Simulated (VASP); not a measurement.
# Mo (Im-3m) in VASP: a series of runs

Mo is run at these levels: LDA; tasks: single point.

All numbers are computed with VASP 6.6.1; they aren't measurements. Logs are shortened: lines on timing, memory, paths and dates and some standing lists are left out, and cuts for length are marked.

## 1. The cell of the first run

The structure is cubic, space group Im-3m (No. 229). Conventional cell: a = 3.163 Å, b = 3.163 Å, c = 3.163 Å, α = 90.00°, β = 90.00°, γ = 90.00°. Mo (site symmetry m-3m) has 14 Mo at 2.74 to 3.16 Å within 3.6 Å.

## 2. Single point, LDA

INCAR reads:

```
PREC = Accurate
ENCUT = 520
EDIFF = 1E-6
ISMEAR = -1
SIGMA = 0.0816
LREAL = False
LASPH = True
NELM = 60
ALGO = Normal
ISIF = 2
LWAVE = False
LCHARG = False
NBANDS = 21
```

KPOINTS reads:

```
Automatic mesh
0
Gamma
  8 8 8
```

POSCAR reads:

```
Mo
1.0
    3.1627850254      0.0000000000      0.0000000000
    0.0000000000      3.1627850254      0.0000000000
    0.0000000000      0.0000000000      3.1627850254
Mo
2
Direct
    0.0000000000      0.0000000000      0.0000000000
    0.5000000000      0.5000000000      0.5000000000
```

Potentials or basis: VASP PAW LDA potentials, release 64 (Mo_sv).

The run is started by

```sh
$ cat potpaw_LDA.64/Mo_sv/POTCAR > POTCAR
$ mpirun -np 1 vasp_std > vasp.out
```

OUTCAR:

```text
PREC = Accurate
   ENCUT = 520
   EDIFF = 1E-6
   ISMEAR = -1
   LREAL = False
   LASPH = True
   NELM = 60
   ISIF = 2

 ion  position               nearest neighbor table
   1  0.000  0.000  0.000-   2 2.74   2 2.74   2 2.74   2 2.74   2 2.74   2 2.74   2 2.74   2 2.74

   2  0.500  0.500  0.500-   1 2.74   1 2.74   1 2.74   1 2.74   1 2.74   1 2.74   1 2.74   1 2.74

  LATTYP: Found a simple cubic cell.
 ALAT       =     3.1627850254

  Lattice vectors:

 A1 = (   3.1627850254,   0.0000000000,   0.0000000000)
 A2 = (   0.0000000000,   3.1627850254,   0.0000000000)
 A3 = (   0.0000000000,   0.0000000000,   3.1627850254)

Analysis of symmetry for initial positions (statically):
=====================================================================
 Subroutine PRICEL returns following result:

  LATTYP: Found a body centered cubic cell.
 ALAT       =     3.1627850254

  Lattice vectors:

 A1 = (   1.5813925127,   1.5813925127,  -1.5813925127)
 A2 = (  -1.5813925127,   1.5813925127,   1.5813925127)
 A3 = (   1.5813925127,  -1.5813925127,   1.5813925127)

   2 primitive cells build up your supercell.

 Routine SETGRP: Setting up the symmetry group for a
 simple cubic supercell.

 Subroutine GETGRP returns: Found 48 space group operations
 (whereof 48 operations were pure point group operations)
 out of a pool of 48 trial point group operations.

The static configuration has the point symmetry O_h .

Analysis of symmetry for dynamics (positions and initial velocities):
=====================================================================
 Subroutine PRICEL returns following result:

  LATTYP: Found a body centered cubic cell.
 ALAT       =     3.1627850254

  Lattice vectors:

 A1 = (   1.5813925127,   1.5813925127,  -1.5813925127)
 A2 = (  -1.5813925127,   1.5813925127,   1.5813925127)
 A3 = (   1.5813925127,  -1.5813925127,   1.5813925127)

   2 primitive cells build up your supercell.

 Routine SETGRP: Setting up the symmetry group for a
 simple cubic supercell.

 Subroutine GETGRP returns: Found 48 space group operations
 (whereof 48 operations were pure point group operations)
 out of a pool of 48 trial point group operations.

The dynamic configuration has the point symmetry O_h .

[... 80 lines left out ...]
   total plane-waves  NPLWV =  13824
   dimension x,y,z NGX =    24 NGY =   24 NGZ =   24
   dimension x,y,z NGXF=    48 NGYF=   48 NGZF=   48
   ions per type =               2
   NGX,Y,Z   is equivalent  to a cutoff of  12.62, 12.62, 12.62 a.u.
   NGXF,Y,Z  is equivalent  to a cutoff of  25.23, 25.23, 25.23 a.u.
 SYSTEM =  unknown system
   PREC   = accura    normal or accurate (medium, high low for compatibility)
   ISTART =      0    job   : 0-new  1-cont  2-samecut
   ICHARG =      2    charge: 1-file 2-atom 10-const
   ISPIN  =      1    spin polarized calculation?
   LNONCOLLINEAR =      F non collinear calculations
   LSORBIT =      F    spin-orbit coupling
   LASPH  =      T    aspherical Exc in radial PAW
   ENCUT  =  520.0 eV  38.22 Ry    6.18 a.u.   5.88  5.88  5.88*2*pi/ulx,y,z
   NELM   =     60;   NELMIN=  2; NELMDL= -5     # of ELM steps
   EDIFF  = 0.1E-05   stopping-criterion for ELM
   LREAL  =      F    real-space projection
   EDIFFG = 0.1E-04   stopping-criterion for IOM
   NSW    =      0    number of steps for IOM
   IBRION =     -1    ionic relax: 0-MD 1-quasi-New 2-CG
   NFREE  =      0    steps in history (QN), initial steepest desc. (CG)
   ISIF   =      2    stress and relaxation
   ISYM   =      2    0-nonsym 1-usesym 2-fastsym
   POTIM  = 0.5000    time-step for ionic-motion
   TEBEG  =    0.0;   TEEND  =   0.0 temperature during run
   PSTRESS=    0.0 pullay stress
   NELECT =      28.0000    total number of electrons
   NUPDOWN=      -1.0000    fix difference up-down
   EMIN   =  10.00;   EMAX   =-10.00  energy-range for DOS
   EFERMI =   0.00;   METHOD = LEGACY
   ISMEAR =    -1;   SIGMA  =   0.08  broadening in eV -4-tet -1-fermi 0-gaus
   EFERMI_NEDOS =   21; number of points for ismear=-14 and -15
   IALGO  =     38    algorithm
   IMIX   =      4    mixing-type and parameters
     AMIX     =   0.40;   BMIX     =  1.00
     AMIX_MAG =   1.60;   BMIX_MAG =  1.00
  volume/ion in A,a.u.               =      15.82       106.75
  Fermi-wavevector in a.u.,A,eV,Ry     =   1.571778  2.970229 33.612998  2.470486
  Thomas-Fermi vector in A             =   2.673311
   LORBIT       =      0    0 simple, 1 ext, 2 COOP (PROOUT), +10 PAW based schemes
   GGA     = CA    functional components
   LHFCALC =     F    Hartree Fock is set to
   AEXX    =    0.0000 exact exchange contribution
   IVDW    =     0    specifies the selected vdW correction
   LEPSILON=     F    determine dielectric tensor
   LRPA    =     F    only Hartree local field effects (RPA)
 non-spin polarized calculation
  energy-cutoff  :      520.00
  volume of cell :       31.64
 maximum number of plane-waves:       876
 NGX is ok and might be reduce to    24
   NGX = 11   NGY = 11   NGZ = 11

 number of electron      28.0000008 magnetization

 Free energy of the ion-electron system (eV)
  ---------------------------------------------------
  ext. energy  EPLUGINS =         0.00000000
  ---------------------------------------------------
  free energy    TOTEN  =       -24.20524344 eV

  energy without entropy =      -24.16750706  energy(sigma->0) =      -24.18637525

 E-fermi :  12.2549     XC(G=0): -13.5375

 val. band max:       12.2536218684   @ k =   0.2500   0.1250   0.0000
 cond. band min:      12.2746400042   @ k =   0.3750   0.3750   0.0000
 fundamental gap:      0.0210181359
 Fermi energy:        12.2549326531

 k-point     1 :       0.0000    0.0000    0.0000
  band No.  band energies     occupation
      1     -48.6616      2.00000
      2     -48.2205      2.00000
      3     -23.0750      2.00000
      4     -23.0750      2.00000
      5     -23.0750      2.00000
      6     -22.1295      2.00000
[... 565 lines left out ...]
     20      17.7429      0.00000
     21      23.8345      0.00000

 [... further k-points ...]
[... 5 lines left out ...]
  --------------------------------------------------------------------------------------
  -------------------------------------------------------------------------------------
  Total       -2.2822272     -2.2822272     -2.2822272      0.0000000      0.0000000     -0.0000000
  in kB     -115.5740796   -115.5740796   -115.5740796      0.0000000      0.0000000     -0.0000000
  external PRESSURE =    -115.5740796 kB  Pullay stress =       0.0000000 kB

 VOLUME and BASIS-vectors are now :
 -----------------------------------------------------------------------------
  energy-cutoff  :      520.00
  volume of cell :       31.64
      direct lattice vectors                 reciprocal lattice vectors
     3.162785025  0.000000000  0.000000000     0.316177038  0.000000000  0.000000000
     0.000000000  3.162785025  0.000000000     0.000000000  0.316177038  0.000000000
     0.000000000  0.000000000  3.162785025     0.000000000  0.000000000  0.316177038

 POSITION                                       TOTAL-FORCE (eV/Angst)
 -----------------------------------------------------------------------------------
      0.00000      0.00000      0.00000        -0.000000     -0.000000     -0.000000
      1.58139      1.58139      1.58139         0.000000      0.000000      0.000000
 -----------------------------------------------------------------------------------
    total drift:                                0.000000      0.000000     -0.000000

  FREE ENERGIE OF THE ION-ELECTRON SYSTEM (eV)
  ---------------------------------------------------
  free  energy   TOTEN  =       -24.2052434378 eV

  energy  without entropy=      -24.1675070595  energy(sigma->0) =      -24.18637525
```

OSZICAR:

```text
N       E                     dE             d eps       ncg     rms          rms(c)
DAV:   1     0.287289100118E+03    0.28729E+03   -0.16421E+04  1470   0.139E+03
DAV:   2    -0.192656596629E+02   -0.30655E+03   -0.29846E+03  1570   0.442E+02
DAV:   3    -0.257044012698E+02   -0.64387E+01   -0.63122E+01  1673   0.671E+01
DAV:   4    -0.257418014894E+02   -0.37400E-01   -0.37384E-01  1595   0.491E+00
DAV:   5    -0.257420003712E+02   -0.19888E-03   -0.19888E-03  1695   0.390E-01    0.214E+01
DAV:   6    -0.244036223262E+02    0.13384E+01   -0.23991E+00  1585   0.139E+01    0.513E+00
DAV:   7    -0.242196977567E+02    0.18392E+00   -0.42474E-01  1638   0.526E+00    0.144E+00
DAV:   8    -0.242055564145E+02    0.14141E-01   -0.10619E-02  1510   0.104E+00    0.333E-01
DAV:   9    -0.242052240109E+02    0.33240E-03   -0.58546E-04  1919   0.226E-01    0.992E-02
DAV:  10    -0.242052436442E+02   -0.19633E-04   -0.20201E-05  1580   0.421E-02    0.767E-03
DAV:  11    -0.242052434378E+02    0.20637E-06   -0.92146E-07   958   0.801E-03
   1 F= -.24205243E+02 E0= -.24186375E+02  d E =-.377364E-01
```

stdout:

```text
POSCAR found type information on POSCAR Mo
 POSCAR found :  1 types and       2 ions
 scaLAPACK will be used
 LDA part: xc-table for (Slater(with rela. corr.)+CA(PZ))
 , standard interpolation
 POSCAR, INCAR and KPOINTS ok, starting setup
 FFT: planning ... GRIDC
 FFT: planning ... GRID_SOFT
 FFT: planning ... GRID
 WAVECAR not read
 entering main loop
```

Run time: 8.4 s. Hardware: 1 thread of Intel Xeon Platinum 8259CL at 2.50GHz (Skylake/Cascade Lake), shared host; peak memory 0.13 GiB.

Results:

```yaml
Free_energy: -24.2052 eV
Pressure: -11.6 GPa
Band_gap_on_the_k_mesh: zero (band 14 reaches 13.91 eV, above the bottom of band 15 at 11.66 eV)
```

## 3. Single point, LDA

INCAR reads:

```
PREC = Accurate ; ENCUT = 520
EDIFF = 1E-6 ; ISMEAR = -1
SIGMA = 0.0816 ; LREAL = False
LASPH = True ; NELM = 100
ALGO = Normal ; ISIF = 2
LWAVE = False ; LCHARG = False
GGA = CA ; NBANDS = 21
```

KPOINTS is that of step 2.

POSCAR is that of step 2.

Potentials or basis: VASP PAW LDA potentials, release 64 (Mo_sv).

The run is started by

```sh
$ cat potpaw_LDA.64/Mo_sv/POTCAR > POTCAR
$ mpirun -np 1 vasp_std > vasp.out
```

Wall time 8.8 s (1 thread of Intel Xeon Platinum 8259CL at 2.50GHz (Skylake/Cascade Lake), shared host); peak memory 0.13 GiB.

It converged, with:

- Free energy: -24.2052 eV
- Pressure: -11.6 GPa
- Band gap on the k mesh: zero (band 14 reaches 13.91 eV, above the bottom of band 15 at 11.66 eV)

Levels at points of the mesh, in eV from the Fermi level:
```tsv
k point	band 12	band 13	band 14	band 15	band 16	band 17
(0.00, 0.00, 0.00)	-1.33	-1.33	-1.33	1.62	1.62	3.96
(0.50, 0.00, 0.00)	-2.63	-0.59	-0.59	-0.59	-0.59	0.88
(0.50, 0.50, 0.00)	-3.34	1.65	1.65	1.65	1.65	2.26
(0.50, 0.50, 0.50)	-2.56	-2.56	-2.56	2.38	2.38	2.38
```
